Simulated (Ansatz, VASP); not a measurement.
**Sb: VASP beside Ansatz**

INCAR

```
PREC     = Accurate       # precision mode
ENCUT    = 520            # plane-wave cutoff, eV
EDIFF    = 1E-7           # SCF threshold, eV
ISMEAR   = 0              # smearing method
SIGMA    = 0.3            # smearing width, eV
LREAL    = False          # projectors in reciprocal space
LASPH    = True           # aspherical terms in the spheres
NELM     = 80             # most SCF steps
ALGO     = Normal         # electronic algorithm
ISIF     = 2              # what is computed and relaxed
LWAVE    = False          # write WAVECAR
LCHARG   = True           # write CHGCAR
LELF     = True           # ELF
LVHAR    = True         
NBANDS   = 12             # bands
```

File KPOINTS:

```
regular mesh
0
Gamma
  9 9 9
```

POSCAR

```
Sb
1.0
    2.1456002536      1.2387628840      3.6587425366
   -2.1456002536      1.2387628840      3.6587425366
    0.0000000000     -2.4775257680      3.6587425366
Sb
2
Direct
    0.2359371474      0.2359371474      0.2359371474
    0.7640628526      0.7640628526      0.7640628526
```

Input for Ansatz:

```yaml
crystal:
  lattice:
    - [2.1456002536, 1.238762884, 3.6587425366]
    - [-2.1456002536, 1.238762884, 3.6587425366]
    - [0.0, -2.477525768, 3.6587425366]
  atoms:
    - { symbol: Sb, position: [0.2359371474, 0.2359371474, 0.2359371474] }
    - { symbol: Sb, position: [0.7640628526, 0.7640628526, 0.7640628526] }
hamiltonian:
  xc: lda
  pseudopotentials:
    kind: paw
    azcp:
      Sb: "pseudopotentials/Sb.paw.azcp"
basis:
  ecutwfc: 420
  fft_grid_basis: typed
kpoints:
  mp_grid: { grid: [9, 9, 9], shift: [0, 0, 0] }
magnetization:
  spin_polarized: false
scf:
  occupations: { method: gaussian, width: 0.3 }
  lower_state_search: "off"
output:
  stress: true
  write_density: true
  write_potential: true
  elf: true
  volumetric_format: npy
```

Alike in both runs: task single point; functional LDA; k mesh 9 × 9 × 9; occupations gaussian, width 0.3 eV; no spin polarisation.

|  | VASP | Ansatz |
| --- | --- | --- |
| version | VASP 6.6.1 | Ansatz 0.2.0 |
| potentials or method | VASP PAW LDA potentials, release 64 (Sb), cutoff 520 eV | plane waves (420 eV) with PAW, scalar-relativistic |
| valence electrons in the cell | 10 | 30 |

|  | VASP | Ansatz | Ansatz less VASP |
| --- | --- | --- | --- |
| pressure (GPa) | 0.3 | 0.0 | -0.29 |
| traceless stress, the component that is largest in VASP (GPa) | -0.05 | 0.00 | +0.057 |

Ansatz warns that its potentials were made for another functional, while VASP's fit it. LDA's correlation is that of Perdew and Zunger in VASP and of Perdew and Wang (1992) in Ansatz. VASP's potentials hold 10 valence electrons a cell and Ansatz's 30, so a difference there can come from the potentials and not from the codes.

Neither program's run includes spin-orbit coupling.
